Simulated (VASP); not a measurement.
# Ge (I4_1/amd) in VASP: notebook

Ge is run at these levels: BLYP, BLYP+D3(BJ), BLYP+D4; tasks: single point.

All numbers are computed with VASP 6.6.1; they aren't measurements. Logs are shortened: lines on timing, memory, paths and dates and some standing lists are left out, and cuts for length are marked.

## 1. The cell of the first run

The structure is tetragonal, space group I4_1/amd (No. 141). The conventional cell has a = 5.149 Å, b = 5.149 Å, c = 2.795 Å, α = 90.00°, β = 90.00°, γ = 90.00°. Ge (site symmetry -4m2) has 10 Ge at 2.67 to 3.32 Å within 3.5 Å.

## 2. Single point, BLYP

Input file INCAR:

```
SYSTEM = Ge
  AGGAC = 1.0
  AGGAX = 1.0
  ALDAC = 0.0
  ALDAX = 1.0
  ALGO = Normal
  EDIFF = 1E-6
  ENCUT = 520
  GGA = B5
  ISIF = 2
  ISMEAR = -1
  LASPH = .True.
  LCHARG = .False.
  LREAL = .False.
  LWAVE = .False.
  NBANDS = 21
  NELM = 60
  PREC = Accurate
  SIGMA = 0.05
```

Input file KPOINTS:

```
k-points
0
Gamma
  11 11 11
  0 0 0
```

Input file POSCAR:

```
Ge
1.0
   -2.5744897190      2.5744897190      1.3974126432
    2.5744897190     -2.5744897190      1.3974126432
    2.5744897190      2.5744897190     -1.3974126432
Ge
2
Direct
    0.5000000000      0.5000000000      0.0000000000
    0.2500000000      0.7500000000      0.5000000000
```

Potentials or basis: VASP PAW PBE potentials, release 64 (Ge_d).

On the command line:

```sh
$ cat potpaw_PBE.64/Ge_d/POTCAR > POTCAR
$ mpirun -np 1 vasp_std > vasp.out
```

OUTCAR:

```text
SYSTEM = Ge
   EDIFF = 1E-6
   ENCUT = 520
   GGA = B5
   ISIF = 2
   ISMEAR = -1
   LASPH = .True.
   LREAL = .False.
   NELM = 60
   PREC = Accurate

 ion  position               nearest neighbor table
   1  0.500  0.500  0.000-   2 2.67   2 2.67   2 2.67   2 2.67
   2  0.250  0.750  0.500-   1 2.67   1 2.67   1 2.67   1 2.67

  LATTYP: Found a body centered tetragonal cell.
 ALAT       =     5.1489794380
 C/A-ratio  =     0.5427920853

  Lattice vectors:

 A1 = (  -2.5744897190,   2.5744897190,   1.3974126432)
 A2 = (   2.5744897190,  -2.5744897190,   1.3974126432)
 A3 = (   2.5744897190,   2.5744897190,  -1.3974126432)

Analysis of symmetry for initial positions (statically):
=====================================================================
 Subroutine PRICEL returns:
 Original cell was already a primitive cell.

 Routine SETGRP: Setting up the symmetry group for a
 body centered tetragonal supercell.

 Subroutine GETGRP returns: Found 16 space group operations
 (whereof  8 operations were pure point group operations)
 out of a pool of 16 trial point group operations.

The static configuration has the point symmetry D_2d.
 The point group associated with its full space group is D_4h.

Analysis of symmetry for dynamics (positions and initial velocities):
=====================================================================
 Subroutine PRICEL returns:
 Original cell was already a primitive cell.

 Routine SETGRP: Setting up the symmetry group for a
 body centered tetragonal supercell.

 Subroutine GETGRP returns: Found 16 space group operations
 (whereof  8 operations were pure point group operations)
 out of a pool of 16 trial point group operations.

The dynamic configuration has the point symmetry D_2d.
 The point group associated with its full space group is D_4h.

 Subroutine INISYM returns: Found 16 space group operations
 (whereof  8 operations are pure point group operations),
 and found     1 'primitive' translations

----------------------------------------------------------------------------------------

                                     Primitive cell

  volume of cell :      37.0482

  direct lattice vectors                    reciprocal lattice vectors
    -2.574489719  2.574489719  1.397412643     0.000000000  0.194213244  0.357804119
     2.574489719 -2.574489719  1.397412643     0.194213244  0.000000000  0.357804119
     2.574489719  2.574489719 -1.397412643     0.194213244  0.194213244  0.000000000

  length of vectors
     3.899840602  3.899840602  3.899840602     0.407114937  0.407114937  0.274659004

  position of ions in fractional coordinates (direct lattice)
     0.500000000  0.500000000  0.000000000
     0.250000000  0.750000000  0.500000000

  ion indices of the primitive-cell ions
   primitive index   ion index
                 1           1
                 2           2

----------------------------------------------------------------------------------------

 KPOINTS: k-points

Automatic generation of k-mesh.
 Grid dimensions read from file:
 generate k-points for:   11   11   11

 Generating k-lattice:

  Cartesian coordinates                     Fractional coordinates (reciprocal lattice)
     0.000000000  0.017655749  0.032527647     0.090909091 -0.000000000  0.000000000
     0.017655749  0.000000000  0.032527647    -0.000000000  0.090909091  0.000000000
     0.017655749  0.017655749  0.000000000     0.000000000  0.000000000  0.090909091

  Length of vectors
     0.037010449  0.037010449  0.024969000

  Shift w.r.t. Gamma in fractional coordinates (k-lattice)
     0.000000000  0.000000000  0.000000000

 Subroutine IBZKPT returns following result:
 ===========================================

 Found    126 irreducible k-points:

 Following reciprocal coordinates:
            Coordinates               Weight
  0.000000  0.000000  0.000000      1.000000
  0.090909  0.000000 -0.000000      8.000000
  0.181818  0.000000 -0.000000      8.000000
  0.272727  0.000000  0.000000      8.000000
  0.363636  0.000000 -0.000000      8.000000
  0.454545  0.000000 -0.000000      8.000000
[... 16 lines left out ...]
 -0.272727  0.181818  0.000000     16.000000
 -0.181818  0.181818  0.000000      4.000000
 [... further k-points ...]
   k-points           NKPTS =    126   k-points in BZ     NKDIM =    126   number of bands    NBANDS=     21
   number of dos      NEDOS =    301   number of ions     NIONS =      2
   total plane-waves  NPLWV =  27000
   dimension x,y,z NGX =    30 NGY =   30 NGZ =   30
   dimension x,y,z NGXF=    60 NGYF=   60 NGZF=   60
   ions per type =               2
   NGX,Y,Z   is equivalent  to a cutoff of  12.79, 12.79, 12.79 a.u.
   NGXF,Y,Z  is equivalent  to a cutoff of  25.58, 25.58, 25.58 a.u.
 SYSTEM =  Ge
   PREC   = accura    normal or accurate (medium, high low for compatibility)
   ISTART =      0    job   : 0-new  1-cont  2-samecut
   ICHARG =      2    charge: 1-file 2-atom 10-const
   ISPIN  =      1    spin polarized calculation?
   LNONCOLLINEAR =      F non collinear calculations
   LSORBIT =      F    spin-orbit coupling
   LASPH  =      T    aspherical Exc in radial PAW
   ENCUT  =  520.0 eV  38.22 Ry    6.18 a.u.   7.25  7.25  7.25*2*pi/ulx,y,z
   NELM   =     60;   NELMIN=  2; NELMDL= -5     # of ELM steps
   EDIFF  = 0.1E-05   stopping-criterion for ELM
   LREAL  =      F    real-space projection
   EDIFFG = 0.1E-04   stopping-criterion for IOM
   NSW    =      0    number of steps for IOM
   IBRION =     -1    ionic relax: 0-MD 1-quasi-New 2-CG
   NFREE  =      0    steps in history (QN), initial steepest desc. (CG)
   ISIF   =      2    stress and relaxation
   ISYM   =      2    0-nonsym 1-usesym 2-fastsym
   POTIM  = 0.5000    time-step for ionic-motion
   TEBEG  =    0.0;   TEEND  =   0.0 temperature during run
   PSTRESS=    0.0 pullay stress
   NELECT =      28.0000    total number of electrons
   NUPDOWN=      -1.0000    fix difference up-down
   EMIN   =  10.00;   EMAX   =-10.00  energy-range for DOS
   EFERMI =   0.00;   METHOD = LEGACY
   ISMEAR =    -1;   SIGMA  =   0.05  broadening in eV -4-tet -1-fermi 0-gaus
   EFERMI_NEDOS =   21; number of points for ismear=-14 and -15
   IALGO  =     38    algorithm
   IMIX   =      4    mixing-type and parameters
     AMIX     =   0.40;   BMIX     =  1.00
     AMIX_MAG =   1.60;   BMIX_MAG =  1.00
  volume/ion in A,a.u.               =      18.52       125.01
  Fermi-wavevector in a.u.,A,eV,Ry     =   1.491209  2.817976 30.255333  2.223704
  Thomas-Fermi vector in A             =   2.603893
   LORBIT       =      0    0 simple, 1 ext, 2 COOP (PROOUT), +10 PAW based schemes
   GGA     = B5    functional components
   LHFCALC =     F    Hartree Fock is set to
   AEXX    =    0.0000 exact exchange contribution
   IVDW    =     0    specifies the selected vdW correction
   LEPSILON=     F    determine dielectric tensor
   LRPA    =     F    only Hartree local field effects (RPA)
 non-spin polarized calculation
  energy-cutoff  :      520.00
  volume of cell :       37.05
 maximum number of plane-waves:      1029
 NGX is ok and might be reduce to    30
   NGX = 15   NGY = 15   NGZ = 15

 number of electron      28.0000028 magnetization

 Free energy of the ion-electron system (eV)
  ---------------------------------------------------
  ext. energy  EPLUGINS =         0.00000000
  ---------------------------------------------------
  free energy    TOTEN  =        -6.77671862 eV

  energy without entropy =       -6.76909753  energy(sigma->0) =       -6.77290808

 E-fermi :   7.2572     XC(G=0): -10.6990

 val. band max:        7.2530365307   @ k =  -0.4545   0.0909   0.0000
 cond. band min:       7.2603699114   @ k =   0.4545   0.2727   0.0909
 fundamental gap:      0.0073333806
 Fermi energy:         7.2572428276

 k-point     1 :       0.0000    0.0000    0.0000
  band No.  band energies     occupation
      1     -17.4959      2.00000
      2     -17.4514      2.00000
      3     -17.4185      2.00000
      4     -17.4163      2.00000
      5     -17.3107      2.00000
      6     -17.3107      2.00000
[... 13 lines left out ...]
     20      18.9774      0.00000
     21      19.9767      0.00000

 k-point     2 :       0.0909    0.0000   -0.0000
  band No.  band energies     occupation
      1     -17.4926      2.00000
      2     -17.4402      2.00000
      3     -17.4121      2.00000
      4     -17.4051      2.00000
      5     -17.3192      2.00000
      6     -17.3178      2.00000
[... 13 lines left out ...]
     20      18.9343      0.00000
     21      19.7041      0.00000

 k-point     3 :       0.1818    0.0000   -0.0000
  band No.  band energies     occupation
      1     -17.4827      2.00000
      2     -17.4127      2.00000
      3     -17.4009      2.00000
      4     -17.3758      2.00000
      5     -17.3366      2.00000
      6     -17.3235      2.00000
[... 13 lines left out ...]
     20      17.3994      0.00000
     21      18.2001      0.00000

 k-point     4 :       0.2727    0.0000    0.0000
  band No.  band energies     occupation
      1     -17.4693      2.00000
      2     -17.3887      2.00000
      3     -17.3883      2.00000
      4     -17.3655      2.00000
      5     -17.3536      2.00000
      6     -17.3244      2.00000
[... 13 lines left out ...]
     20      16.1370      0.00000
     21      18.3141      0.00000

 k-point     5 :       0.3636    0.0000   -0.0000
  band No.  band energies     occupation
      1     -17.4578      2.00000
      2     -17.3894      2.00000
      3     -17.3856      2.00000
      4     -17.3764      2.00000
      5     -17.3534      2.00000
      6     -17.3363      2.00000
[... 13 lines left out ...]
     20      16.4590      0.00000
     21      19.3019      0.00000
[... 382 lines left out ...]
     20      18.0511      0.00000
     21      18.5815      0.00000

 k-point    22 :      -0.3636    0.1818    0.0000
  band No.  band energies     occupation
      1     -17.4557      2.00000
      2     -17.4196      2.00000
      3     -17.3999      2.00000
      4     -17.3755      2.00000
      5     -17.3404      2.00000
      6     -17.3184      2.00000
[... 13 lines left out ...]
     20      18.2795      0.00000
     21      19.3729      0.00000

 k-point    23 :      -0.2727    0.1818    0.0000
  band No.  band energies     occupation
      1     -17.4681      2.00000
      2     -17.4443      2.00000
      3     -17.4201      2.00000
      4     -17.3902      2.00000
      5     -17.3272      2.00000
      6     -17.3063      2.00000
[... 13 lines left out ...]
     20      19.8585      0.00000
     21      20.4155      0.00000

 k-point    24 :      -0.1818    0.1818    0.0000
  band No.  band energies     occupation
      1     -17.4783      2.00000
      2     -17.4541      2.00000
      3     -17.4280      2.00000
      4     -17.4008      2.00000
      5     -17.3190      2.00000
      6     -17.3027      2.00000
[... 13 lines left out ...]
     20      19.6341      0.00000
     21      20.0635      0.00000

 [... further k-points ...]

------------------------ aborting loop because EDIFF is reached ----------------------------------------

  FORCE on cell =-STRESS in cart. coord.  units (eV):
  Direction    XX          YY          ZZ          XY          YZ          ZX
  --------------------------------------------------------------------------------------
  -------------------------------------------------------------------------------------
  Total        2.2426314      2.2426314      2.2135630      0.0000000     -0.0000000      0.0000000
  in kB       96.9843152     96.9843152     95.7272296      0.0000000     -0.0000000      0.0000000
  external PRESSURE =      96.5652867 kB  Pullay stress =       0.0000000 kB

 VOLUME and BASIS-vectors are now :
 -----------------------------------------------------------------------------
  energy-cutoff  :      520.00
  volume of cell :       37.05
      direct lattice vectors                 reciprocal lattice vectors
    -2.574489719  2.574489719  1.397412643     0.000000000  0.194213244  0.357804119
     2.574489719 -2.574489719  1.397412643     0.194213244  0.000000000  0.357804119
     2.574489719  2.574489719 -1.397412643     0.194213244  0.194213244  0.000000000

 POSITION                                       TOTAL-FORCE (eV/Angst)
 -----------------------------------------------------------------------------------
      0.00000      0.00000      1.39741        -0.000000     -0.000000      0.000000
      2.57449      0.00000      0.69871         0.000000      0.000000     -0.000000
 -----------------------------------------------------------------------------------
    total drift:                                0.000000     -0.000000      0.000000

  FREE ENERGIE OF THE ION-ELECTRON SYSTEM (eV)
  ---------------------------------------------------
  free  energy   TOTEN  =        -6.7767186240 eV

  energy  without entropy=       -6.7690975339  energy(sigma->0) =       -6.77290808
```

It took 48 s on 1 thread of Intel Xeon 6975P-C (Granite Rapids), shared host; peak memory 0.21 GiB.

What came out:

| Property | Result |
| --- | --- |
| Free energy | -6.7767 eV |
| Pressure | 9.7 GPa |
| Band gap on the k mesh | zero (bands 14 and 15 overlap by 4.51 eV) |

Caveat: the cell stands under pressure; the PAW data sets were made with another functional, which shifts forces and pressure a little.

[end of part 1 of 2]
